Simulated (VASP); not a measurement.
# TaN (P6/mmm) in VASP: a series of runs

The runs below take TaN through single point, with PBEsol.

Everything below comes from runs of VASP 6.6.1. Logs are shortened: lines on timing, memory, paths and dates and some standing lists are left out, and cuts for length are marked.

### Step 1. The cell of the first run

Symmetry: P6/mmm, No. 191, hexagonal system. The conventional cell has a = 5.191 Å, b = 5.191 Å, c = 2.908 Å, α = 90.00°, β = 90.00°, γ = 120.00°. Within 3.4 Å of Ta (site symmetry 6/mmm) lie 6 N at 2.60 Å and 14 Ta at 2.91 to 3.33 Å. Within 3.0 Å of Ta (site symmetry -6m2) lie 6 N at 2.09 Å and 5 Ta at 2.91 to 3.00 Å. N (site symmetry mmm) has 6 Ta at 2.09 to 2.60 Å and 6 N at 2.60 to 2.91 Å within 3.0 Å.

### Step 2. Single point, PBEsol

Input file INCAR:

```
  PREC = Accurate
  ENCUT = 700
  EDIFF = 1E-6
  ISMEAR = -1
  SIGMA = 0.1
  LREAL = F
  LASPH = T
  NELM = 120
  ALGO = Normal
  ISIF = 2
  LWAVE = F
  LCHARG = F
  GGA = PS
  NBANDS = 36
  GGA_COMPAT = F
```

Input file KPOINTS:

```
regular mesh
0
Gamma
  5 5 8
```

Input file POSCAR:

```
TaN
1.0
    5.1910000000      0.0000000000      0.0000000000
   -2.5955000000      4.4955378700      0.0000000000
    0.0000000000      0.0000000000      2.9080000000
Ta N
3 3
Direct
    0.0000000000      0.0000000000      0.0000000000
    0.3333333333      0.6666666667      0.5000000000
    0.6666666667      0.3333333333      0.5000000000
    0.5000000000      0.0000000000      0.0000000000
    0.5000000000      0.5000000000      0.0000000000
    0.0000000000      0.5000000000      0.0000000000
```

Potentials or basis: VASP PAW PBE potentials, release 64 (Ta_sv_GW, N).

Command:

```bash
$ cat potpaw_PBE.64/Ta_sv_GW/POTCAR potpaw_PBE.64/N/POTCAR > POTCAR
$ mpirun -np 1 vasp_std > vasp.out
```

OUTCAR:

```text
PREC = Accurate
   ENCUT = 700
   EDIFF = 1E-6
   ISMEAR = -1
   LREAL = F
   LASPH = T
   NELM = 120
   ISIF = 2
   GGA = PS

 ion  position               nearest neighbor table
   1  0.000  0.000  0.000-
   2  0.333  0.667  0.500-   4 2.09   4 2.09   6 2.09   6 2.09   5 2.09   5 2.09   3 3.00   3 3.00
                             3 3.00
   3  0.667  0.333  0.500-   4 2.09   4 2.09   6 2.09   6 2.09   5 2.09   5 2.09   2 3.00   2 3.00
                             2 3.00
   4  0.500  0.000  0.000-   2 2.09   3 2.09   2 2.09   3 2.09
   5  0.500  0.500  0.000-   2 2.09   3 2.09   2 2.09   3 2.09
   6  0.000  0.500  0.000-   2 2.09   3 2.09   2 2.09   3 2.09

  LATTYP: Found a hexagonal cell.
 ALAT       =     5.1910000000
 C/A-ratio  =     0.5602003468

  Lattice vectors:

 A1 = (   5.1910000000,   0.0000000000,   0.0000000000)
 A2 = (  -2.5955000000,   4.4955378700,   0.0000000000)
 A3 = (   0.0000000000,   0.0000000000,   2.9080000000)

Analysis of symmetry for initial positions (statically):
=====================================================================
 Subroutine PRICEL returns:
 Original cell was already a primitive cell.

 Routine SETGRP: Setting up the symmetry group for a
 hexagonal supercell.

 Subroutine GETGRP returns: Found 24 space group operations
 (whereof 24 operations were pure point group operations)
 out of a pool of 24 trial point group operations.

The static configuration has the point symmetry D_6h.

Analysis of symmetry for dynamics (positions and initial velocities):
=====================================================================
 Subroutine PRICEL returns:
 Original cell was already a primitive cell.

 Routine SETGRP: Setting up the symmetry group for a
 hexagonal supercell.

 Subroutine GETGRP returns: Found 24 space group operations
 (whereof 24 operations were pure point group operations)
 out of a pool of 24 trial point group operations.

The dynamic configuration has the point symmetry D_6h.

 Subroutine INISYM returns: Found 24 space group operations
 (whereof 24 operations are pure point group operations),
 and found     1 'primitive' translations

----------------------------------------------------------------------------------------

                                     Primitive cell

  volume of cell :      67.8621

  direct lattice vectors                    reciprocal lattice vectors
     5.191000000  0.000000000  0.000000000     0.192641110  0.111221397  0.000000000
    -2.595500000  4.495537870  0.000000000     0.000000000  0.222442793  0.000000000
     0.000000000  0.000000000  2.908000000     0.000000000  0.000000000  0.343878955

  length of vectors
     5.191000000  5.190999999  2.908000000     0.222442793  0.222442793  0.343878955

  position of ions in fractional coordinates (direct lattice)
     0.000000000  0.000000000  0.000000000
     0.333333333  0.666666667  0.500000000
     0.666666667  0.333333333  0.500000000
     0.500000000  0.000000000  0.000000000
     0.500000000  0.500000000  0.000000000
     1.000000000  0.500000000  0.000000000

  ion indices of the primitive-cell ions
   primitive index   ion index
                 1           1
                 2           2
                 3           3
                 4           4
                 5           5
                 6           6

----------------------------------------------------------------------------------------

 KPOINTS: regular mesh

Automatic generation of k-mesh.
 Grid dimensions read from file:
 generate k-points for:    5    5    8

 Generating k-lattice:

  Cartesian coordinates                     Fractional coordinates (reciprocal lattice)
     0.038528222  0.022244279  0.000000000     0.200000000 -0.000000000  0.000000000
     0.000000000  0.044488559  0.000000000     0.000000000  0.200000000  0.000000000
     0.000000000  0.000000000  0.042984869     0.000000000  0.000000000  0.125000000

  Length of vectors
     0.044488559  0.044488559  0.042984869

  Shift w.r.t. Gamma in fractional coordinates (k-lattice)
     0.000000000  0.000000000  0.000000000

 Subroutine IBZKPT returns following result:
 ===========================================

 Found     25 irreducible k-points:

 Following reciprocal coordinates:
            Coordinates               Weight
  0.000000  0.000000  0.000000      1.000000
  0.200000  0.000000  0.000000      6.000000
  0.400000  0.000000  0.000000      6.000000
  0.200000  0.200000  0.000000      6.000000
  0.400000  0.200000  0.000000      6.000000
  0.000000  0.000000  0.125000      2.000000
[... 16 lines left out ...]
  0.400000  0.000000  0.500000      6.000000
  0.200000  0.200000  0.500000      6.000000
   k-points           NKPTS =     25   k-points in BZ     NKDIM =     25   number of bands    NBANDS=     36
   number of dos      NEDOS =    301   number of ions     NIONS =      6
   total plane-waves  NPLWV =  64512
   dimension x,y,z NGX =    48 NGY =   48 NGZ =   28
   dimension x,y,z NGXF=    96 NGYF=   96 NGZF=   56
   ions per type =               3   3
   NGX,Y,Z   is equivalent  to a cutoff of  15.37, 15.37, 16.01 a.u.
   NGXF,Y,Z  is equivalent  to a cutoff of  30.74, 30.74, 32.01 a.u.
 SYSTEM =  unknown system
   PREC   = accura    normal or accurate (medium, high low for compatibility)
   ISTART =      0    job   : 0-new  1-cont  2-samecut
   ICHARG =      2    charge: 1-file 2-atom 10-const
   ISPIN  =      1    spin polarized calculation?
   LNONCOLLINEAR =      F non collinear calculations
   LSORBIT =      F    spin-orbit coupling
   LASPH  =      T    aspherical Exc in radial PAW
   ENCUT  =  700.0 eV  51.45 Ry    7.17 a.u.  11.20 11.20  6.27*2*pi/ulx,y,z
   NELM   =    120;   NELMIN=  2; NELMDL= -5     # of ELM steps
   EDIFF  = 0.1E-05   stopping-criterion for ELM
   LREAL  =      F    real-space projection
   EDIFFG = 0.1E-04   stopping-criterion for IOM
   NSW    =      0    number of steps for IOM
   IBRION =     -1    ionic relax: 0-MD 1-quasi-New 2-CG
   NFREE  =      0    steps in history (QN), initial steepest desc. (CG)
   ISIF   =      2    stress and relaxation
   ISYM   =      2    0-nonsym 1-usesym 2-fastsym
   POTIM  = 0.5000    time-step for ionic-motion
   TEBEG  =    0.0;   TEEND  =   0.0 temperature during run
   PSTRESS=    0.0 pullay stress
   NELECT =      54.0000    total number of electrons
   NUPDOWN=      -1.0000    fix difference up-down
   EMIN   =  10.00;   EMAX   =-10.00  energy-range for DOS
   EFERMI =   0.00;   METHOD = LEGACY
   ISMEAR =    -1;   SIGMA  =   0.10  broadening in eV -4-tet -1-fermi 0-gaus
   EFERMI_NEDOS =   21; number of points for ismear=-14 and -15
   IALGO  =     38    algorithm
   IMIX   =      4    mixing-type and parameters
     AMIX     =   0.40;   BMIX     =  1.00
     AMIX_MAG =   1.60;   BMIX_MAG =  1.00
  volume/ion in A,a.u.               =      11.31        76.33
  Fermi-wavevector in a.u.,A,eV,Ry     =   1.517040  2.866790 31.312592  2.301411
  Thomas-Fermi vector in A             =   2.626349
   LORBIT       =      0    0 simple, 1 ext, 2 COOP (PROOUT), +10 PAW based schemes
   GGA     = PS    functional components
   LHFCALC =     F    Hartree Fock is set to
   AEXX    =    0.0000 exact exchange contribution
   IVDW    =     0    specifies the selected vdW correction
   LEPSILON=     F    determine dielectric tensor
   LRPA    =     F    only Hartree local field effects (RPA)
 non-spin polarized calculation
  energy-cutoff  :      700.00
  volume of cell :       67.86
 maximum number of plane-waves:      2892
 NGX is ok and might be reduce to    48
   NGX = 23   NGY = 23   NGZ = 13

 number of electron      54.0000001 magnetization

 Free energy of the ion-electron system (eV)
  ---------------------------------------------------
  ext. energy  EPLUGINS =         0.00000000
  ---------------------------------------------------
  free energy    TOTEN  =       -76.37884835 eV

  energy without entropy =      -76.34910803  energy(sigma->0) =      -76.36397819

 E-fermi :  12.0582     XC(G=0): -13.5401

 val. band max:       12.0221016115   @ k =   0.0000   0.0000   0.3750
 cond. band min:      12.0975218776   @ k =   0.2000   0.0000   0.2500
 fundamental gap:      0.0754202662
 Fermi energy:        12.0581957146

 k-point     1 :       0.0000    0.0000    0.0000
  band No.  band energies     occupation
      1     -57.2171      2.00000
      2     -57.1692      2.00000
      3     -56.8803      2.00000
      4     -24.0728      2.00000
      5     -24.0728      2.00000
      6     -23.6825      2.00000
[... 28 lines left out ...]
     35      15.3128      0.00000
     36      15.4435      0.00000

 k-point     2 :       0.2000    0.0000    0.0000
  band No.  band energies     occupation
      1     -57.2129      2.00000
      2     -57.1731      2.00000
      3     -56.8805      2.00000
      4     -24.1010      2.00000
      5     -24.0544      2.00000
      6     -23.6612      2.00000
[... 28 lines left out ...]
     35      15.5271      0.00000
     36      15.6295      0.00000

 k-point     3 :       0.4000    0.0000    0.0000
  band No.  band energies     occupation
      1     -57.2034      2.00000
      2     -57.1824      2.00000
      3     -56.8809      2.00000
      4     -24.1392      2.00000
      5     -23.9787      2.00000
      6     -23.7230      2.00000
[... 28 lines left out ...]
     35      15.6756      0.00000
     36      15.8151      0.00000

 k-point     4 :       0.2000    0.2000    0.0000
  band No.  band energies     occupation
      1     -57.2058      2.00000
      2     -57.1801      2.00000
      3     -56.8808      2.00000
      4     -24.1192      2.00000
      5     -24.0138      2.00000
      6     -23.7063      2.00000
[... 28 lines left out ...]
     35      15.4821      0.00000
     36      15.6687      0.00000

 k-point     5 :       0.4000    0.2000    0.0000
  band No.  band energies     occupation
      1     -57.1978      2.00000
      2     -57.1880      2.00000
      3     -56.8810      2.00000
      4     -24.1271      2.00000
      5     -23.9375      2.00000
      6     -23.8130      2.00000
[... 655 lines left out ...]
 k-point    22 :       0.2000    0.0000    0.5000
  band No.  band energies     occupation
      1     -57.1651      2.00000
      2     -57.1269      2.00000
      3     -56.8430      2.00000
      4     -24.3964      2.00000
      5     -24.2007      2.00000
      6     -23.9205      2.00000
[... 28 lines left out ...]
     35      16.3018      0.00000
     36      16.6666      0.00000

 k-point    23 :       0.4000    0.0000    0.5000
  band No.  band energies     occupation
      1     -57.1562      2.00000
      2     -57.1359      2.00000
      3     -56.8430      2.00000
      4     -24.3632      2.00000
      5     -24.2464      2.00000
      6     -23.9352      2.00000
[... 28 lines left out ...]
     35      16.1851      0.00000
     36      17.5870      0.00000

 k-point    24 :       0.2000    0.2000    0.5000
  band No.  band energies     occupation
      1     -57.1584      2.00000
      2     -57.1337      2.00000
      3     -56.8430      2.00000
      4     -24.3703      2.00000
      5     -24.2371      2.00000
      6     -23.9437      2.00000
[... 28 lines left out ...]
     35      15.9964      0.00000
     36      17.3904      0.00000

 [... further k-points ...]
[... 5 lines left out ...]
  --------------------------------------------------------------------------------------
  -------------------------------------------------------------------------------------
  Total        0.4891074      0.4891074      0.2756984      0.0000000     -0.0000000      0.0000000
  in kB       11.5474941     11.5474941      6.5090521      0.0000000     -0.0000000      0.0000000
  external PRESSURE =       9.8680134 kB  Pullay stress =       0.0000000 kB

 VOLUME and BASIS-vectors are now :
 -----------------------------------------------------------------------------
  energy-cutoff  :      700.00
  volume of cell :       67.86
      direct lattice vectors                 reciprocal lattice vectors
     5.191000000  0.000000000  0.000000000     0.192641110  0.111221397  0.000000000
    -2.595500000  4.495537870  0.000000000     0.000000000  0.222442793  0.000000000
     0.000000000  0.000000000  2.908000000     0.000000000  0.000000000  0.343878955

 POSITION                                       TOTAL-FORCE (eV/Angst)
 -----------------------------------------------------------------------------------
      0.00000      0.00000      0.00000        -0.000000      0.000000      0.000000
     -0.00000      2.99703      1.45400        -0.000000      0.000000      0.000000
      2.59550      1.49851      1.45400         0.000000     -0.000000      0.000000
      2.59550      0.00000      0.00000        -0.000000      0.000000      0.000000
      1.29775      2.24777      0.00000        -0.000000      0.000000      0.000000
     -1.29775      2.24777      0.00000        -0.000000      0.000000      0.000000
 -----------------------------------------------------------------------------------
    total drift:                               -0.000000      0.000000     -0.000000

  FREE ENERGIE OF THE ION-ELECTRON SYSTEM (eV)
  ---------------------------------------------------
  free  energy   TOTEN  =       -76.3788483501 eV

  energy  without entropy=      -76.3491080314  energy(sigma->0) =      -76.36397819
```

Wall time 80 s (1 thread of AMD EPYC 9R45 (Zen 5), shared host); peak memory 0.25 GiB.

What came out:

| Item | Value |
| --- | --- |
| Free energy | -76.3788 eV |
| Pressure | 1.0 GPa |
| Band gap on the k mesh | zero (bands 27 and 28 overlap by 2.15 eV) |

Levels at points of the mesh, in eV from the Fermi level:
| k point | band 24 | band 25 | band 26 | band 27 | band 28 | band 29 | band 30 | band 31 |
| --- | --- | --- | --- | --- | --- | --- | --- | --- |
| (0.00, 0.00, 0.00) | -3.03 | -2.52 | -2.11 | -1.29 | -1.29 | 0.78 | 0.78 | 1.18 |
| (0.00, 0.00, 0.50) | -3.12 | -3.12 | -1.94 | 0.86 | 0.86 | 1.46 | 1.72 | 2.52 |

Caveat: the PAW data sets were made with another functional, which shifts forces and pressure a little; spin-orbit coupling is left out, which moves the levels of the heavy elements.

[end of part 1 of 2]

The gap in the log of VASP goes by the Fermi energy; the results here count the filled bands.